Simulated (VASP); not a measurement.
Runs of VASP 6.6.1 on Ta. The structure is that of space group Im-3m (No. 229), or close to it. The cells are those of the table. 

| cell | gap on the mesh (eV) | pressure (GPa) |
| --- | --- | --- |
| a = 2.831 Å, angles 109.5°, 1 atom | none | (a) |
| a = 2.888 Å, angles 109.5°, 1 atom | none | -2.6 |
| a = 2.860 Å, angles 109.5°, 1 atom | none | 3.0 |
| a = 2.916 Å, angles 109.5°, 1 atom | none | -7.5 |
| a = 2.802 Å, angles 109.5°, 1 atom | none | (b) |

Alike in all rows: task single point; level PBE; potentials or basis VASP PAW PBE potentials, release 64 (Ta_pv); no spin polarisation; k mesh 12 × 12 × 12; cutoff (eV) 500; smearing fermi-dirac 0.1 eV.

Task: Fill in the values left out.

Result: (a) 9.5; (b) 17.0.

Caveats: spin-orbit coupling is left out, which moves the levels of the heavy elements.

A k mesh can miss the band edges, and the runs leave out spin-orbit coupling on Ta.

A gap of «none» marks levels without a gap at the run's occupations.
